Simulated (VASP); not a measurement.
# IrF (Pm-3m) in VASP: a series of runs

Runs on IrF. Level: PBE. Tasks: single point, relaxation of cell and atoms.

All numbers are computed with VASP 6.6.1; they aren't measurements. Logs are shortened: lines on timing, memory, paths and dates and some standing lists are left out, and cuts for length are marked.

**1. The cell of the first run**

The structure is cubic, space group Pm-3m (No. 221). The conventional cell has a = 2.754 Å, b = 2.754 Å, c = 2.754 Å, α = 90.00°, β = 90.00°, γ = 90.00°. Within 3.2 Å of Ir (site symmetry m-3m) lie 8 F at 2.38 Å and 6 Ir at 2.75 Å. Within 3.2 Å of F (site symmetry m-3m) lie 8 Ir at 2.38 Å and 6 F at 2.75 Å.

The cell was built from a structure type or drawn by symmetry, and may not be a known phase.

**2. Single point, PBE, collinear spin**

INCAR reads:

```
SYSTEM = IrF
ALGO = Normal
EDIFF = 1E-6
ENCUT = 520
GGA = PE
ISIF = 2
ISMEAR = 0
ISPIN = 2
LASPH = .True.
LCHARG = .True.
LELF = .True.
LMAXMIX = 4
LORBIT = 11
LREAL = .False.
LVHAR = .True.
LWAVE = .False.
MAGMOM = 1 0
NBANDS = 19
NELM = 150
PREC = Accurate
SIGMA = 0.1
```

KPOINTS reads:

```
k-points
0
Gamma
  6 6 6
  0 0 0
```

POSCAR reads:

```
IrF
1.0
    2.7538656500      0.0000000000      0.0000000000
    0.0000000000      2.7538656500      0.0000000000
    0.0000000000      0.0000000000      2.7538656500
Ir F
1 1
Direct
    0.0000000000      0.0000000000      0.0000000000
    0.5000000000      0.5000000000      0.5000000000
```

Potentials or basis: VASP PAW PBE potentials, release 64 (Ir, F).

Launch:

```
$ cat potpaw_PBE.64/Ir/POTCAR potpaw_PBE.64/F/POTCAR > POTCAR
$ mpirun -np 1 vasp_std > vasp.out
```

OUTCAR:

```text
SYSTEM = IrF
   EDIFF = 1E-6
   ENCUT = 520
   GGA = PE
   ISIF = 2
   ISMEAR = 0
   ISPIN = 2
   LASPH = .True.
   LORBIT = 11
   LREAL = .False.
   NELM = 150
   PREC = Accurate

 ion  position               nearest neighbor table
   1  0.000  0.000  0.000-   2 2.38   2 2.38   2 2.38   2 2.38   2 2.38   2 2.38   2 2.38   2 2.38

   2  0.500  0.500  0.500-   1 2.38   1 2.38   1 2.38   1 2.38   1 2.38   1 2.38   1 2.38   1 2.38

  LATTYP: Found a simple cubic cell.
 ALAT       =     2.7538656500

  Lattice vectors:

 A1 = (   2.7538656500,   0.0000000000,   0.0000000000)
 A2 = (   0.0000000000,   2.7538656500,   0.0000000000)
 A3 = (   0.0000000000,   0.0000000000,   2.7538656500)

Analysis of symmetry for initial positions (statically):
=====================================================================
 Subroutine PRICEL returns:
 Original cell was already a primitive cell.

 Routine SETGRP: Setting up the symmetry group for a
 simple cubic supercell.

 Subroutine GETGRP returns: Found 48 space group operations
 (whereof 48 operations were pure point group operations)
 out of a pool of 48 trial point group operations.

The static configuration has the point symmetry O_h .

Analysis of symmetry for dynamics (positions and initial velocities):
=====================================================================
 Subroutine PRICEL returns:
 Original cell was already a primitive cell.

 Routine SETGRP: Setting up the symmetry group for a
 simple cubic supercell.

 Subroutine GETGRP returns: Found 48 space group operations
 (whereof 48 operations were pure point group operations)
 out of a pool of 48 trial point group operations.

The dynamic configuration has the point symmetry O_h .

Analysis of structural, dynamic, and magnetic symmetry:
=====================================================================
 Subroutine PRICEL returns:
 Original cell was already a primitive cell.

 Routine SETGRP: Setting up the symmetry group for a
 simple cubic supercell.

 Subroutine GETGRP returns: Found 48 space group operations
 (whereof 48 operations were pure point group operations)
 out of a pool of 48 trial point group operations.

The overall configuration has the point symmetry O_h .

 Subroutine INISYM returns: Found 48 space group operations
 (whereof 48 operations are pure point group operations),
 and found     1 'primitive' translations

[... 112 lines left out ...]
  Thomas-Fermi vector in A             =   2.609796
   LORBIT       =     11    0 simple, 1 ext, 2 COOP (PROOUT), +10 PAW based schemes
   GGA     = PE    functional components
   LHFCALC =     F    Hartree Fock is set to
   AEXX    =    0.0000 exact exchange contribution
   IVDW    =     0    specifies the selected vdW correction
   LEPSILON=     F    determine dielectric tensor
   LRPA    =     F    only Hartree local field effects (RPA)
 spin polarized calculation
 Gauss-broadening in eV      SIGMA  =   0.10
  energy-cutoff  :      520.00
  volume of cell :       20.88
 maximum number of plane-waves:       587
   NGX = 11   NGY = 11   NGZ = 11

 number of electron      16.0000006 magnetization       1.6043359

 Free energy of the ion-electron system (eV)
  ---------------------------------------------------
  ext. energy  EPLUGINS =         0.00000000
  ---------------------------------------------------
  free energy    TOTEN  =        -8.15864472 eV

  energy without entropy =       -8.14893632  energy(sigma->0) =       -8.15379052

 E-fermi :   8.8314     XC(G=0): -13.4703

 val. band max:        8.8175407193   @ k =   0.3333   0.0000   0.0000
 cond. band min:       8.8758554506   @ k =   0.3333   0.1667   0.0000
 fundamental gap:      0.0583147313
 Fermi energy:         8.8313743589

 spin component 1

 k-point     1 :       0.0000    0.0000    0.0000
  band No.  band energies     occupation
      1     -17.6114      1.00000
      2       2.1154      1.00000
      3       2.1154      1.00000
      4       2.1154      1.00000
      5       3.1847      1.00000
      6       3.1847      1.00000
[... 416 lines left out ...]
      5       8.3588      1.00000
      6       8.3588      1.00000
[... 11 lines left out ...]
     18      41.9839      0.00000
     19      41.9891      0.00000
 Fermi energy:         8.8313743589

 spin component 2

 k-point     1 :       0.0000    0.0000    0.0000
  band No.  band energies     occupation
      1     -17.2151      1.00000
      2       2.5286      1.00000
      3       2.5286      1.00000
      4       2.5286      1.00000
      5       3.6732      1.00000
      6       3.6732      1.00000
[... 417 lines left out ...]
      6       9.3342      0.00000
[... 11 lines left out ...]
     18      43.3542      0.00000
     19      43.3973      0.00000

------------------------ aborting loop because EDIFF is reached ----------------------------------------

  FORCE on cell =-STRESS in cart. coord.  units (eV):
  Direction    XX          YY          ZZ          XY          YZ          ZX
  --------------------------------------------------------------------------------------
  -------------------------------------------------------------------------------------
  Total        7.2376015      7.2376015      7.2376015      0.0000000      0.0000000     -0.0000000
  in kB      555.2352175    555.2352175    555.2352175      0.0000000      0.0000000     -0.0000000
  external PRESSURE =     555.2352175 kB  Pullay stress =       0.0000000 kB

 VOLUME and BASIS-vectors are now :
 -----------------------------------------------------------------------------
  energy-cutoff  :      520.00
  volume of cell :       20.88
      direct lattice vectors                 reciprocal lattice vectors
     2.753865650  0.000000000  0.000000000     0.363125921  0.000000000  0.000000000
     0.000000000  2.753865650  0.000000000     0.000000000  0.363125921  0.000000000
     0.000000000  0.000000000  2.753865650     0.000000000  0.000000000  0.363125921

 POSITION                                       TOTAL-FORCE (eV/Angst)
 -----------------------------------------------------------------------------------
      0.00000      0.00000      0.00000         0.000000      0.000000      0.000000
      1.37693      1.37693      1.37693         0.000000      0.000000      0.000000
 -----------------------------------------------------------------------------------
    total drift:                                0.000000      0.000000      0.000000

  FREE ENERGIE OF THE ION-ELECTRON SYSTEM (eV)
  ---------------------------------------------------
  free  energy   TOTEN  =        -8.1586447218 eV

  energy  without entropy=       -8.1489363196  energy(sigma->0) =       -8.15379052

 total charge

# of ion       s       p       d       tot
------------------------------------------
    1        0.521   0.400   7.115   8.036
    2        1.794   4.248   0.000   6.042
--------------------------------------------------
tot          2.315   4.648   7.115  14.079

 magnetization (x)

# of ion       s       p       d       tot
------------------------------------------
    1        0.004  -0.003   1.364   1.365
    2       -0.000   0.223   0.000   0.223
--------------------------------------------------
tot          0.004   0.220   1.364   1.588
```

OSZICAR:

```text
N       E                     dE             d eps       ncg     rms          rms(c)
DAV:   1     0.113709768539E+03    0.11371E+03   -0.75338E+03  1536   0.818E+02
DAV:   2    -0.459399455038E+01   -0.11830E+03   -0.10220E+03  1625   0.240E+02
DAV:   3    -0.872066962188E+01   -0.41267E+01   -0.40506E+01  1848   0.473E+01
DAV:   4    -0.875464034797E+01   -0.33971E-01   -0.33959E-01  1889   0.418E+00
DAV:   5    -0.875513380900E+01   -0.49346E-03   -0.49344E-03  1925   0.502E-01    0.129E+01
DAV:   6    -0.831593058089E+01    0.43920E+00   -0.21128E+00  1918   0.177E+01    0.115E+01
DAV:   7    -0.813395558436E+01    0.18197E+00   -0.44510E-01  1974   0.787E+00    0.650E+00
DAV:   8    -0.815893795571E+01   -0.24982E-01   -0.60337E-02  1815   0.219E+00    0.261E+00
DAV:   9    -0.815878295330E+01    0.15500E-03   -0.27041E-03  1955   0.410E-01    0.339E-01
DAV:  10    -0.815873057964E+01    0.52374E-04   -0.49839E-04  1815   0.248E-01    0.942E-02
DAV:  11    -0.815864431776E+01    0.86262E-04   -0.13843E-04  2016   0.136E-01    0.416E-02
DAV:  12    -0.815864637758E+01   -0.20598E-05   -0.14417E-05  1753   0.339E-02    0.185E-02
DAV:  13    -0.815864517434E+01    0.12032E-05   -0.31463E-06  1770   0.199E-02    0.101E-02
DAV:  14    -0.815864472177E+01    0.45256E-06   -0.42338E-07  1003   0.792E-03
   1 F= -.81586447E+01 E0= -.81537905E+01  d E =-.970840E-02  mag=     1.6047
```

Wall time 23 s (1 thread of AMD EPYC 7R13, shared host); peak memory 0.11 GiB.

Results:

```yaml
Free_energy: -8.1586 eV
Pressure: 55.5 GPa
Net_moment: 1.60 μB per cell
Site_moments: Ir +1.36; F +0.22 μB
Valence_electrons_inside_the_program's_atomic_spheres: Ir 8.04; F 6.04
```

Caveat: the k points lie up to 0.38 Å⁻¹ apart; spin-orbit coupling is left out, which moves the levels of the heavy elements.

**3. Single point, PBE, collinear spin**

This run uses another cell than the first one, of 13.11 Å³/atom.

INCAR reads:

```
ALGO     = Normal         # electronic algorithm
EDIFF    = 1E-7           # SCF threshold, eV
ENCUT    = 520            # plane-wave cutoff, eV
GGA      = PE             # functional
ISIF     = 2              # what is computed and relaxed
ISMEAR   = 0              # smearing method
ISPIN    = 2              # spin polarisation
LASPH    = T              # aspherical terms in the spheres
LCHARG   = F              # write CHGCAR
LMAXMIX  = 4              # l up to which the mixer works
LORBIT   = 11             # projections on sites
LREAL    = F              # projectors in reciprocal space
LWAVE    = F              # write WAVECAR
MAGMOM   = 1 0            # initial moments
NBANDS   = 19             # bands
NELM     = 150            # most SCF steps
PREC     = Accurate       # precision mode
SIGMA    = 0.1            # smearing width, eV
```

KPOINTS reads:

```
k-points
0
Gamma
  6 6 6
```

POSCAR reads:

```
IrF
1.0
    2.9706385425      0.0000000000      0.0000000000
    0.0000000000      2.9706385425      0.0000000000
    0.0000000000      0.0000000000      2.9706385425
Ir F
1 1
Direct
    0.0000000000      0.0000000000      0.0000000000
    0.5000000000      0.5000000000      0.5000000000
```

Potentials or basis: VASP PAW PBE potentials, release 64 (Ir, F).

Launch:

```
$ cat potpaw_PBE.64/Ir/POTCAR potpaw_PBE.64/F/POTCAR > POTCAR
$ mpirun -np 1 vasp_std > vasp.out
```

Wall time 40 s (1 thread of AMD EPYC 7R13, shared host); peak memory 0.13 GiB.

It converged, with:

```yaml
Free_energy: -8.8983 eV
Pressure: -0.3 GPa
Net_moment: 2.12 μB per cell
Site_moments: Ir +1.84; F +0.24 μB
Valence_electrons_inside_the_program's_atomic_spheres: Ir 7.57; F 5.98
```

Levels at points of the mesh, in eV from the Fermi level:
Spin up:
| k point | band 6 | band 7 | band 8 | band 9 | band 10 | band 11 | band 12 | band 13 |
| --- | --- | --- | --- | --- | --- | --- | --- | --- |
| (0.00, 0.00, 0.00) | -4.18 | -4.17 | -0.73 | -0.73 | -0.73 | 15.06 | 15.06 | 15.06 |
| (0.50, 0.00, 0.00) | -1.21 | -0.71 | -0.71 | -0.59 | 3.15 | 3.59 | 13.06 | 15.00 |
| (0.50, 0.50, 0.00) | -3.20 | -1.82 | -1.82 | 0.62 | 4.82 | 7.03 | 7.03 | 15.91 |
| (0.50, 0.50, 0.50) | -0.68 | -0.68 | 0.70 | 0.70 | 6.39 | 6.39 | 6.39 | 9.18 |
Spin down:
| k point | band 4 | band 5 | band 6 | band 7 | band 8 | band 9 | band 10 | band 11 |
| --- | --- | --- | --- | --- | --- | --- | --- | --- |
| (0.00, 0.00, 0.00) | -4.70 | -3.60 | -3.38 | -3.38 | 0.81 | 0.81 | 0.81 | 15.72 |
| (0.50, 0.00, 0.00) | -5.11 | -2.93 | -0.41 | 0.64 | 0.64 | 0.97 | 3.49 | 4.48 |
| (0.50, 0.50, 0.00) | -4.40 | -2.98 | -1.93 | -0.38 | -0.38 | 1.66 | 5.75 | 7.47 |
| (0.50, 0.50, 0.50) | -6.91 | 0.52 | 0.52 | 0.52 | 1.75 | 1.75 | 6.74 | 6.74 |

Caveat: spin-orbit coupling is left out, which moves the levels of the heavy elements.

(Part 1 of 2 ends here.)
